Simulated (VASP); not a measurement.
# Sn (Fd-3m) in VASP: single point with PBEsol

Aim: the single point of Sn with PBEsol.

Program: VASP 6.6.1. These are calculated values, not measurements. Logs are shortened: lines on timing, memory, paths and dates and some standing lists are left out, and cuts for length are marked.

### 1 The cell of the first run

It takes space group Fd-3m (No. 227, cubic). The conventional cell has a = 6.542 Å, b = 6.542 Å, c = 6.542 Å, α = 90.00°, β = 90.00°, γ = 90.00°. Sn (site symmetry -43m) has 4 Sn at 2.83 Å within 3.7 Å.

This isn't the form of Sn at room conditions, which is tetragonal (white tin).

### 2 Single point, PBEsol

File INCAR:

```
  ALGO = Fast
  EDIFF = 1E-6
  ENCUT = 520
  GGA = PS
  ISIF = 2
  ISMEAR = 0
  KPAR = 4
  LASPH = True
  LCHARG = False
  LREAL = False
  LWAVE = False
  NBANDS = 66
  NELM = 80
  PREC = Accurate
  SIGMA = 0.15
```

File KPOINTS:

```
k-points
0
Gamma
  13 13 5
```

File POSCAR:

```
Sn
1.0
   -3.2707792874     -3.2707792874      0.0000000000
    3.2707792874     -3.2707792874      0.0000000000
    0.0000000000      0.0000000000     13.0831171497
Sn
8
Direct
    0.0000000000      0.0000000000      0.2500000000
    0.5000000000      0.5000000000      0.5000000000
    0.0000000000      0.0000000000      0.7500000000
    0.5000000000      0.5000000000      0.0000000000
    0.5000000000      0.0000000000      0.3750000000
    0.0000000000      0.5000000000      0.6250000000
    0.5000000000      0.0000000000      0.8750000000
    0.0000000000      0.5000000000      0.1250000000
```

Potentials or basis: VASP PAW PBE potentials, release 64 (Sn_d).

Command:

```console
$ cat potpaw_PBE.64/Sn_d/POTCAR > POTCAR
$ mpirun -np 4 vasp_std > vasp.out
```

OUTCAR:

```text
EDIFF = 1E-6
   ENCUT = 520
   GGA = PS
   ISIF = 2
   ISMEAR = 0
   LASPH = True
   LREAL = False
   NELM = 80
   PREC = Accurate

 ion  position               nearest neighbor table
   1  0.000  0.000  0.250-   5 2.83   8 2.83   8 2.83   5 2.83
   2  0.500  0.500  0.500-   5 2.83   6 2.83   5 2.83   6 2.83
   3  0.000  0.000  0.750-   6 2.83   7 2.83   6 2.83   7 2.83
   4  0.500  0.500  0.000-   7 2.83   8 2.83   7 2.83   8 2.83
   5  0.500  0.000  0.375-   1 2.83   2 2.83   2 2.83   1 2.83
   6  0.000  0.500  0.625-   2 2.83   3 2.83   3 2.83   2 2.83
   7  0.500  0.000  0.875-   3 2.83   4 2.83   4 2.83   3 2.83
   8  0.000  0.500  0.125-   1 2.83   4 2.83   1 2.83   4 2.83

  LATTYP: Found a simple tetragonal cell.
 ALAT       =     4.6255804278
 C/A-ratio  =     2.8284271248

  Lattice vectors:

 A1 = (  -3.2707792874,  -3.2707792874,   0.0000000000)
 A2 = (   3.2707792874,  -3.2707792874,   0.0000000000)
 A3 = (   0.0000000000,   0.0000000000,  13.0831171497)

Analysis of symmetry for initial positions (statically):
=====================================================================
 Subroutine PRICEL returns following result:

  LATTYP: Found a face centered cubic cell.
 ALAT       =     6.5415585748

  Lattice vectors:

 A1 = (   0.0000000000,   3.2707792874,  -3.2707792874)
 A2 = (  -3.2707792874,   0.0000000000,  -3.2707792874)
 A3 = (  -3.2707792874,   3.2707792874,   0.0000000000)

   4 primitive cells build up your supercell.

 Routine SETGRP: Setting up the symmetry group for a
 simple tetragonal supercell.

 Subroutine GETGRP returns: Found 16 space group operations
 (whereof  8 operations were pure point group operations)
 out of a pool of 16 trial point group operations.

The static configuration has the point symmetry D_2d.
 The point group associated with its full space group is D_4h.

Analysis of symmetry for dynamics (positions and initial velocities):
=====================================================================
 Subroutine PRICEL returns following result:

  LATTYP: Found a face centered cubic cell.
 ALAT       =     6.5415585748

  Lattice vectors:

 A1 = (   0.0000000000,   3.2707792874,  -3.2707792874)
 A2 = (  -3.2707792874,   0.0000000000,  -3.2707792874)
 A3 = (  -3.2707792874,   3.2707792874,   0.0000000000)

   4 primitive cells build up your supercell.

 Routine SETGRP: Setting up the symmetry group for a
 simple tetragonal supercell.

 Subroutine GETGRP returns: Found 16 space group operations
 (whereof  8 operations were pure point group operations)
 out of a pool of 16 trial point group operations.

The dynamic configuration has the point symmetry D_2d.
 The point group associated with its full space group is D_4h.

 Subroutine INISYM returns: Found 16 space group operations
 (whereof  8 operations are pure point group operations),
 and found     4 'primitive' translations

----------------------------------------------------------------------------------------

                                     Primitive cell

  volume of cell :      69.9816

  direct lattice vectors                    reciprocal lattice vectors
     0.000000000  3.270779287 -3.270779287     0.152868768  0.152868768 -0.152868768
    -3.270779287  0.000000000 -3.270779287    -0.152868768 -0.152868768 -0.152868768
    -3.270779287  3.270779287  0.000000000    -0.152868768  0.152868768  0.152868768

  length of vectors
     4.625580428  4.625580428  4.625580428     0.264776473  0.264776473  0.264776473

  position of ions in fractional coordinates (direct lattice)
     0.500000000  0.500000000  0.500000000
     0.750000000  0.750000000  0.750000000

  ion indices of the primitive-cell ions
   primitive index   ion index
                 1           1
                 2           5

----------------------------------------------------------------------------------------

 KPOINTS: k-points

Automatic generation of k-mesh.
 Grid dimensions read from file:
 generate k-points for:   13   13    5

 Generating k-lattice:

  Cartesian coordinates                     Fractional coordinates (reciprocal lattice)
    -0.011759136 -0.011759136  0.000000000     0.076923077  0.000000000  0.000000000
     0.011759136 -0.011759136  0.000000000     0.000000000  0.076923077  0.000000000
     0.000000000  0.000000000  0.015286877     0.000000000  0.000000000  0.200000000

  Length of vectors
     0.016629930  0.016629930  0.015286877

  Shift w.r.t. Gamma in fractional coordinates (k-lattice)
     0.000000000  0.000000000  0.000000000

 Subroutine IBZKPT returns following result:
 ===========================================

 Found     84 irreducible k-points:

 Following reciprocal coordinates:
            Coordinates               Weight
  0.000000  0.000000  0.000000      1.000000
  0.076923  0.000000  0.000000      4.000000
  0.153846  0.000000  0.000000      4.000000
  0.230769  0.000000  0.000000      4.000000
  0.307692  0.000000  0.000000      4.000000
  0.384615  0.000000  0.000000      4.000000
[... 16 lines left out ...]
  0.307692  0.307692  0.000000      4.000000
  0.384615  0.307692  0.000000      8.000000
 [... further k-points ...]
   k-points           NKPTS =     84   k-points in BZ     NKDIM =     84   number of bands    NBANDS=     66
   number of dos      NEDOS =    301   number of ions     NIONS =      8
   total plane-waves  NPLWV = 127008
   dimension x,y,z NGX =    36 NGY =   36 NGZ =   98
   dimension x,y,z NGXF=    72 NGYF=   72 NGZF=  196
   ions per type =               8
   NGX,Y,Z   is equivalent  to a cutoff of  12.94, 12.94, 12.45 a.u.
   NGXF,Y,Z  is equivalent  to a cutoff of  25.88, 25.88, 24.91 a.u.
 SYSTEM =  unknown system
   PREC   = accura    normal or accurate (medium, high low for compatibility)
   ISTART =      0    job   : 0-new  1-cont  2-samecut
   ICHARG =      2    charge: 1-file 2-atom 10-const
   ISPIN  =      1    spin polarized calculation?
   LNONCOLLINEAR =      F non collinear calculations
   LSORBIT =      F    spin-orbit coupling
   LASPH  =      T    aspherical Exc in radial PAW
   ENCUT  =  520.0 eV  38.22 Ry    6.18 a.u.   8.60  8.60 24.33*2*pi/ulx,y,z
   NELM   =     80;   NELMIN=  2; NELMDL= -5     # of ELM steps
   EDIFF  = 0.1E-05   stopping-criterion for ELM
   LREAL  =      F    real-space projection
   EDIFFG = 0.1E-04   stopping-criterion for IOM
   NSW    =      0    number of steps for IOM
   IBRION =     -1    ionic relax: 0-MD 1-quasi-New 2-CG
   NFREE  =      0    steps in history (QN), initial steepest desc. (CG)
   ISIF   =      2    stress and relaxation
   ISYM   =      2    0-nonsym 1-usesym 2-fastsym
   POTIM  = 0.5000    time-step for ionic-motion
   TEBEG  =    0.0;   TEEND  =   0.0 temperature during run
   PSTRESS=    0.0 pullay stress
   NELECT =     112.0000    total number of electrons
   NUPDOWN=      -1.0000    fix difference up-down
   EMIN   =  10.00;   EMAX   =-10.00  energy-range for DOS
   EFERMI =   0.00;   METHOD = LEGACY
   ISMEAR =     0;   SIGMA  =   0.15  broadening in eV -4-tet -1-fermi 0-gaus
   EFERMI_NEDOS =   21; number of points for ismear=-14 and -15
   IALGO  =     68    algorithm
   IMIX   =      4    mixing-type and parameters
     AMIX     =   0.40;   BMIX     =  1.00
     AMIX_MAG =   1.60;   BMIX_MAG =  1.00
  volume/ion in A,a.u.               =      34.99       236.13
  Fermi-wavevector in a.u.,A,eV,Ry     =   1.206330  2.279634 19.799647  1.455233
  Thomas-Fermi vector in A             =   2.342001
   LORBIT       =      0    0 simple, 1 ext, 2 COOP (PROOUT), +10 PAW based schemes
   GGA     = PS    functional components
   LHFCALC =     F    Hartree Fock is set to
   AEXX    =    0.0000 exact exchange contribution
   IVDW    =     0    specifies the selected vdW correction
   LEPSILON=     F    determine dielectric tensor
   LRPA    =     F    only Hartree local field effects (RPA)
 non-spin polarized calculation
 RMM-DIIS sequential band-by-band and
 Gauss-broadening in eV      SIGMA  =   0.15
  energy-cutoff  :      520.00
  volume of cell :      279.93
 maximum number of plane-waves:      7565
 NGX is ok and might be reduce to    36
   NGX = 17   NGY = 17   NGZ = 49

 number of electron     111.9999978 magnetization

 Free energy of the ion-electron system (eV)
  ---------------------------------------------------
  ext. energy  EPLUGINS =         0.00000000
  ---------------------------------------------------
  free energy    TOTEN  =       -33.86702837 eV

  energy without entropy =      -33.86009316  energy(sigma->0) =      -33.86356077

 E-fermi :   5.2461     XC(G=0):  -8.9618

 val. band max:        5.2170295668   @ k =   0.3846   0.0000   0.2000
 cond. band min:       5.2866737781   @ k =   0.4615   0.0000   0.2000
 fundamental gap:      0.0696442113
 Fermi energy:         5.2460921383

 k-point     1 :       0.0000    0.0000    0.0000
  band No.  band energies     occupation
      1     -16.3640      2.00000
      2     -16.3640      2.00000
      3     -16.3415      2.00000
      4     -16.3415      2.00000
      5     -16.3415      2.00000
      6     -16.3415      2.00000
[... 58 lines left out ...]
     65       7.3853      0.00000
     66       7.3853      0.00000

 k-point     2 :       0.0769    0.0000    0.0000
  band No.  band energies     occupation
      1     -16.3681      2.00000
      2     -16.3641      2.00000
      3     -16.3468      2.00000
      4     -16.3468      2.00000
      5     -16.3421      2.00000
      6     -16.3421      2.00000
[... 58 lines left out ...]
     65       7.4459      0.00000
     66       7.6259      0.00000

 k-point     3 :       0.1538    0.0000    0.0000
  band No.  band energies     occupation
      1     -16.3766      2.00000
      2     -16.3643      2.00000
      3     -16.3541      2.00000
      4     -16.3541      2.00000
      5     -16.3434      2.00000
      6     -16.3434      2.00000
[... 1438 lines left out ...]
     65       9.4326      0.00000
     66       9.9653      0.00000

 k-point    24 :       0.3846    0.3077    0.0000
  band No.  band energies     occupation
      1     -16.3806      2.00000
      2     -16.3806      2.00000
      3     -16.3759      2.00000
      4     -16.3743      2.00000
      5     -16.3652      2.00000
      6     -16.3652      2.00000
[... 58 lines left out ...]
     65       9.6225      0.00000
     66       9.6238      0.00000

 [... further k-points ...]

------------------------ aborting loop because EDIFF is reached ----------------------------------------

  FORCE on cell =-STRESS in cart. coord.  units (eV):
  Direction    XX          YY          ZZ          XY          YZ          ZX
  --------------------------------------------------------------------------------------
  -------------------------------------------------------------------------------------
  Total       -0.1738006     -0.1738006     -0.1697068      0.0000000      0.0000000      0.0000000
  in kB       -0.9947598     -0.9947598     -0.9713285      0.0000000      0.0000000      0.0000000
  external PRESSURE =      -0.9869493 kB  Pullay stress =       0.0000000 kB

 VOLUME and BASIS-vectors are now :
 -----------------------------------------------------------------------------
  energy-cutoff  :      520.00
  volume of cell :      279.93
      direct lattice vectors                 reciprocal lattice vectors
    -3.270779287 -3.270779287  0.000000000    -0.152868768 -0.152868768  0.000000000
     3.270779287 -3.270779287  0.000000000     0.152868768 -0.152868768  0.000000000
     0.000000000  0.000000000 13.083117150     0.000000000  0.000000000  0.076434384

 POSITION                                       TOTAL-FORCE (eV/Angst)
 -----------------------------------------------------------------------------------
      0.00000      0.00000      3.27078         0.000000     -0.000000     -0.000000
      0.00000     -3.27078      6.54156        -0.000000     -0.000000     -0.000000
      0.00000      0.00000      9.81234        -0.000000     -0.000000     -0.000000
      0.00000     -3.27078      0.00000         0.000000      0.000000     -0.000000
     -1.63539     -1.63539      4.90617         0.000000      0.000000      0.000000
      1.63539     -1.63539      8.17695        -0.000000     -0.000000     -0.000000
     -1.63539     -1.63539     11.44773        -0.000000      0.000000      0.000000
      1.63539     -1.63539      1.63539        -0.000000     -0.000000      0.000000
 -----------------------------------------------------------------------------------
    total drift:                                0.000000     -0.000000      0.000000

  FREE ENERGIE OF THE ION-ELECTRON SYSTEM (eV)
  ---------------------------------------------------
  free  energy   TOTEN  =       -33.8670283711 eV

  energy  without entropy=      -33.8600931637  energy(sigma->0) =      -33.86356077
```

It took 14 min on 4 MPI ranks of AMD EPYC 9755, shared host; peak memory 1 GiB.

Results:

- Free energy: -33.8670 eV
- Pressure: -0.1 GPa
- Band gap on the k mesh: zero (bands 56 and 57 overlap by 0.13 eV)

Caveat: the PAW data sets were made with another functional, which shifts forces and pressure a little; spin-orbit coupling is left out, which moves the levels of the heavy elements.

The gap in the log of VASP goes by the Fermi energy; the results here count the filled bands.